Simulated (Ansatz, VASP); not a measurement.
**Cl in VASP and in Ansatz**

```
Cl
1.0
     3.12000   -2.24000    0.00000
     3.12000    2.24000    0.00000
     0.00000    0.00000    8.26000
Cl
4
Cartesian
  3.1200 1.7323 0.8728
  3.1200 -0.5077 3.2572
  3.1200 -1.7323 7.3872
  3.1200 0.5077 5.0028
```

Alike in both runs: functional PBE; k mesh 8 × 8 × 4; occupations fermi-dirac, width 0.05 eV; no spin polarisation.

Ansatz relaxed the structure, and its values are those at the end. VASP's run is a single point on that final structure, the one shown.

|  | VASP | Ansatz |
| --- | --- | --- |
| version | VASP 6.6.1 | Ansatz 0.2.0 |
| potentials or method | VASP PAW PBE potentials, release 64 (Cl) | plane-wave PAW, scalar-relativistic |
| plane-wave cutoff (eV) | 520 | 420 |
| valence electrons in the cell | 28 | 28 |

```tsv
	VASP	Ansatz	Ansatz less VASP
gap on the k mesh at the Fermi level (eV)	2.41	2.36	-0.047
pressure (GPa)	0.3	0.7	+0.37
rms of the force components (eV/Å)	0.103	0.001	-0.1014
```

Ansatz's warnings: stress scf threshold loose.
